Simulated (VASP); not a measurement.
# Ba (Im-3m) in VASP: further runs, part 2 of 2

VASP 6.6.1.

**5. Relaxation of cell and atoms, PBEsol**

This run uses another cell than the first one, of 62.99 Å³/atom, 1.087 times its volume.

INCAR reads:

```
SYSTEM = Ba
  ALGO = Normal
  EDIFF = 1E-7
  EDIFFG = -0.01
  ENCUT = 600
  GGA = PS
  IBRION = 2
  ISIF = 3
  ISMEAR = -1
  LASPH = .True.
  LCHARG = .False.
  LREAL = .False.
  LWAVE = .False.
  NELM = 80
  NSW = 60
  PREC = Accurate
  SIGMA = 0.05
```

KPOINTS reads:

```
k-points
0
Gamma
  8 8 8
  0 0 0
```

POSCAR reads:

```
Ba
1.0
   -2.5065000000      2.5065000000      2.5065000000
    2.5065000000     -2.5065000000      2.5065000000
    2.5065000000      2.5065000000     -2.5065000000
Ba
1
Direct
    0.0000000000      0.0000000000      0.0000000000
```

Potentials or basis: VASP PAW PBE potentials, release 64 (Ba_sv).

The run is started by

```bash
$ cat potpaw_PBE.64/Ba_sv/POTCAR > POTCAR
$ mpirun -np 1 vasp_std > vasp.out
```

OUTCAR:

```text
SYSTEM = Ba
   EDIFF = 1E-7
   EDIFFG = -0.01
   ENCUT = 600
   GGA = PS
   IBRION = 2
   ISIF = 3
   ISMEAR = -1
   LASPH = .True.
   LREAL = .False.
   NELM = 80
   NSW = 60
   PREC = Accurate

 ion  position               nearest neighbor table
   1  0.000  0.000  0.000-

  LATTYP: Found a body centered cubic cell.
 ALAT       =     5.0130000000

  Lattice vectors:

 A1 = (  -2.5065000000,   2.5065000000,   2.5065000000)
 A2 = (   2.5065000000,  -2.5065000000,   2.5065000000)
 A3 = (   2.5065000000,   2.5065000000,  -2.5065000000)

Analysis of symmetry for initial positions (statically):
=====================================================================
 Subroutine PRICEL returns:
 Original cell was already a primitive cell.

 Routine SETGRP: Setting up the symmetry group for a
 body centered cubic supercell.

 Subroutine GETGRP returns: Found 48 space group operations
 (whereof 48 operations were pure point group operations)
 out of a pool of 48 trial point group operations.

The static configuration has the point symmetry O_h .

Analysis of symmetry for dynamics (positions and initial velocities):
=====================================================================
 Subroutine PRICEL returns:
 Original cell was already a primitive cell.

 Routine SETGRP: Setting up the symmetry group for a
 body centered cubic supercell.

 Subroutine GETGRP returns: Found 48 space group operations
 (whereof 48 operations were pure point group operations)
 out of a pool of 48 trial point group operations.

The dynamic configuration has the point symmetry O_h .

 Subroutine INISYM returns: Found 48 space group operations
 (whereof 48 operations are pure point group operations),
 and found     1 'primitive' translations

----------------------------------------------------------------------------------------
[... 119 lines left out ...]
   IVDW    =     0    specifies the selected vdW correction
   LEPSILON=     F    determine dielectric tensor
   LRPA    =     F    only Hartree local field effects (RPA)
 conjugate gradient relaxation of ions
 non-spin polarized calculation
  energy-cutoff  :      600.00
  volume of cell :       62.99
 maximum number of plane-waves:      2123
   NGX = 17   NGY = 17   NGZ = 17

--------------------------------------- Ionic step        1  -------------------------------------------

 number of electron      10.0000001 magnetization

 Free energy of the ion-electron system (eV)
  ---------------------------------------------------
  ext. energy  EPLUGINS =         0.00000000
  ---------------------------------------------------
  free energy    TOTEN  =        -2.14863475 eV

  energy without entropy =       -2.14059261  energy(sigma->0) =       -2.14461368

------------------------ aborting loop because EDIFF is reached ----------------------------------------

  FORCE on cell =-STRESS in cart. coord.  units (eV):
  Direction    XX          YY          ZZ          XY          YZ          ZX
  --------------------------------------------------------------------------------------
  -------------------------------------------------------------------------------------
  Total       -0.2602963     -0.2602963     -0.2602963      0.0000000      0.0000000      0.0000000
  in kB       -6.6208770     -6.6208770     -6.6208770      0.0000000      0.0000000      0.0000000
  external PRESSURE =      -6.6208770 kB  Pullay stress =       0.0000000 kB
[... 57 lines left out ...]
--------------------------------------- Ionic step        3  -------------------------------------------

 number of electron       9.9999999 magnetization

 Free energy of the ion-electron system (eV)
  ---------------------------------------------------
  ext. energy  EPLUGINS =         0.00000000
  ---------------------------------------------------
  free energy    TOTEN  =        -2.15859260 eV

  energy without entropy =       -2.15146428  energy(sigma->0) =       -2.15502844

 E-fermi :   1.7449     XC(G=0):  -7.7494

 val. band max:        1.6622296720   @ k =  -0.3750   0.5000   0.2500
 cond. band min:       1.9270487443   @ k =   0.2500   0.2500   0.1250
 fundamental gap:      0.2648190723
 Fermi energy:         1.7449465465

 k-point     1 :       0.0000    0.0000    0.0000
  band No.  band energies     occupation
      1     -26.9554      2.00000
      2     -11.8385      2.00000
      3     -11.8385      2.00000
      4     -11.8385      2.00000
      5      -1.0197      2.00000
      6       3.6743      0.00000
      7       3.6743      0.00000
      8       3.6743      0.00000
      9       5.2129      0.00000
[... 265 lines left out ...]
 k-point    24 :      -0.3750    0.3750    0.2500
  band No.  band energies     occupation
      1     -26.8808      2.00000
      2     -12.2765      2.00000
      3     -12.1077      2.00000
      4     -12.0556      2.00000
      5       1.4753      1.99094
      6       1.9825      0.01714
      7       3.7535      0.00000
      8       4.0048      0.00000
      9       5.6082      0.00000

 [... further k-points ...]
[... 5 lines left out ...]
  --------------------------------------------------------------------------------------
  -------------------------------------------------------------------------------------
  Total       -0.0083345     -0.0083345     -0.0083345     -0.0000000     -0.0000000      0.0000000
  in kB       -0.2281261     -0.2281261     -0.2281261     -0.0000000     -0.0000000      0.0000000
  external PRESSURE =      -0.2281261 kB  Pullay stress =       0.0000000 kB
[... 16 lines left out ...]
  FREE ENERGIE OF THE ION-ELECTRON SYSTEM (eV)
  ---------------------------------------------------
  free  energy   TOTEN  =        -2.1585925975 eV

  energy  without entropy=       -2.1514642811  energy(sigma->0) =       -2.15502844

 reached required accuracy - stopping structural energy minimisation
```

OSZICAR:

```text
N       E                     dE             d eps       ncg     rms          rms(c)
DAV:   1     0.652186087054E+02    0.65219E+02   -0.45314E+03   522   0.101E+03
DAV:   2     0.586312482811E+00   -0.64632E+02   -0.63847E+02   631   0.157E+02
DAV:   3    -0.207259662367E+01   -0.26589E+01   -0.26412E+01   611   0.387E+01
[... 27 lines left out ...]
DAV:   6    -0.215859131405E+01    0.91480E-05   -0.74165E-05   746   0.604E-02    0.205E-02
DAV:   7    -0.215859286882E+01   -0.15548E-05   -0.28473E-06   598   0.216E-02    0.688E-03
DAV:   8    -0.215859272912E+01    0.13970E-06   -0.41948E-07   568   0.576E-03    0.265E-03
DAV:   9    -0.215859259159E+01    0.13753E-06   -0.20607E-07   553   0.413E-03    0.230E-04
DAV:  10    -0.215859259754E+01   -0.59426E-08   -0.11094E-08   283   0.833E-04
   3 F= -.21585926E+01 E0= -.21550284E+01  d E =-.995785E-02
```

Run time: 46 s. Hardware: 1 thread of Intel Xeon 6975P-C, shared host; peak memory 0.21 GiB.

Results:

```
Free energy                            : -2.1586 eV
Relaxed volume                         : 58.54 Å³/atom
Relaxed cell                           : a = 4.237 Å, b = 4.237 Å, c = 4.237 Å, α = 109.47°, β = 109.47°, γ = 109.47°
Space group after relaxing (to 0.05 Å) : Im-3m (No. 229)
Energy gained by relaxing              : 10.0 meV/atom
Ionic steps                            : 3
Pressure after relaxing                : 0.0 GPa
Band gap on the k mesh                 : zero (band 5 reaches 2.37 eV, above the bottom of band 6 at 1.14 eV)
```

Step by step:
```
step  energy change (eV)  largest force (eV/Å)  pressure (GPa)  volume (Å³)
   1              0.0000                0.0000           -0.66        62.99
   2             -0.0075                0.0000           -0.35        60.65
   3             -0.0100                0.0000           -0.02        58.54
```

Final structure:
```
Ba
1.0
    -2.44598    2.44598    2.44598
     2.44598   -2.44598    2.44598
     2.44598    2.44598   -2.44598
Ba
1
Direct
  0.00000 0.00000 0.00000
```

Caveat: the PAW data sets were made with another functional, which shifts forces and pressure a little; spin-orbit coupling is left out, which moves the levels of the heavy elements.

**6. Relaxation of cell and atoms, PBEsol+D3(BJ)**

This run uses another cell than the first one, of 62.99 Å³/atom, 1.087 times its volume.

INCAR reads:

```
SYSTEM = Ba
PREC = Accurate
ENCUT = 600
EDIFF = 1E-6
ISMEAR = -1
SIGMA = 0.05
LREAL = .FALSE.
LASPH = .TRUE.
NELM = 60
ALGO = Fast
ISIF = 3
LWAVE = .FALSE.
LCHARG = .FALSE.
GGA = PS
IVDW = 12
IBRION = 2
NSW = 60
EDIFFG = -0.01
```

KPOINTS reads:

```
Automatic mesh
0
G
  8 8 8
  0 0 0
```

POSCAR is that of step 5.

Potentials or basis: VASP PAW PBE potentials, release 64 (Ba_sv).

The run is started by

```bash
$ cat potpaw_PBE.64/Ba_sv/POTCAR > POTCAR
$ mpirun -np 1 vasp_std > vasp.out
```

Run time: 88 s. Hardware: 1 thread of Intel Xeon 6975P-C, shared host; peak memory 0.23 GiB.

Results (log left out):

```
Free energy                            : -2.4425 eV
Relaxed volume                         : 53.76 Å³/atom
Relaxed cell                           : a = 4.118 Å, b = 4.118 Å, c = 4.118 Å, α = 109.47°, β = 109.47°, γ = 109.47°
Space group after relaxing (to 0.05 Å) : Im-3m (No. 229)
Energy gained by relaxing              : 43.2 meV/atom
Ionic steps                            : 5
Pressure after relaxing                : 0.0 GPa
Band gap on the k mesh                 : zero (band 5 reaches 2.77 eV, above the bottom of band 6 at 1.30 eV)
Dispersion energy per atom             : -0.296 eV
```

Step by step:
| step | energy change (eV) | largest force (eV/Å) | pressure (GPa) | volume (Å³) |
| --- | --- | --- | --- | --- |
| 1 | 0.0000 | 0.0000 | -1.34 | 62.99 |
| 2 | -0.0313 | 0.0000 | -0.77 | 58.31 |
| 3 | -0.0426 | 0.0000 | -0.19 | 54.62 |
| 4 | -0.0432 | 0.0000 | 0.05 | 53.55 |
| 5 | -0.0432 | 0.0000 | -0.01 | 53.76 |

Final structure:
```
Ba
1.0
    -2.37762    2.37762    2.37762
     2.37762   -2.37762    2.37762
     2.37762    2.37762   -2.37762
Ba
1
Direct
  0.00000 0.00000 0.00000
```

Levels at points of the mesh, in eV from the Fermi level:
| k point | band 2 | band 3 | band 4 | band 5 | band 6 | band 7 | band 8 | band 9 |
| --- | --- | --- | --- | --- | --- | --- | --- | --- |
| (0.00, 0.00, 0.00) | -13.36 | -13.36 | -13.36 | -2.76 | 2.04 | 2.04 | 2.04 | 3.71 |
| (0.50, 0.00, 0.00) | -14.13 | -13.60 | -13.37 | -0.96 | 0.69 | 1.88 | 3.74 | 4.41 |
| (0.50, 0.50, 0.50) | -13.88 | -13.88 | -13.88 | -0.73 | -0.73 | 5.24 | 5.24 | 5.24 |

Caveat: the PAW data sets were made with another functional, which shifts forces and pressure a little; spin-orbit coupling is left out, which moves the levels of the heavy elements; the volume moved by -15 % from the deposited cell, more than functionals usually miss; pairwise dispersion overbinds metals, which lowers pressure and volume.

**7. Summary**

| task | level | cell | cutoff (eV) | gap on the mesh (eV) | pressure (GPa) | relaxed volume (Å³/atom) |
| --- | --- | --- | --- | --- | --- | --- |
| single point | PBEsol | a = 4.222 Å, angles 109.5°, 1 atom | 520 | none | 0.1 | - |
| single point | PBEsol+D4 | a = 4.292 Å, angles 109.5°, 1 atom | 520 | none | 0.1 | - |
| single point | PBEsol+D3(BJ) | a = 4.341 Å, angles 109.5°, 1 atom | 520 | none | -1.3 | - |
| relaxation of cell and atoms | PBEsol | relaxed from a = 4.341 Å, angles 109.5°, 1 atom | 600 | none | 0.0 | 58.54 |
| relaxation of cell and atoms | PBEsol+D3(BJ) | relaxed from a = 4.341 Å, angles 109.5°, 1 atom | 600 | none | 0.0 | 53.76 |

Alike in all rows: potentials or basis VASP PAW PBE potentials, release 64 (Ba_sv); no spin polarisation; k mesh 8 × 8 × 8; smearing fermi-dirac 0.05 eV.

Caveats: the PAW data sets were made with another functional, which shifts forces and pressure a little; spin-orbit coupling is left out, which moves the levels of the heavy elements; pairwise dispersion overbinds metals, which lowers pressure and volume (some runs); three body term missing (some runs); the volume moved by -15 % from the deposited cell, more than functionals usually miss (some runs).

Total energies depend on the potentials used, so only differences within one code and one set of settings carry meaning.
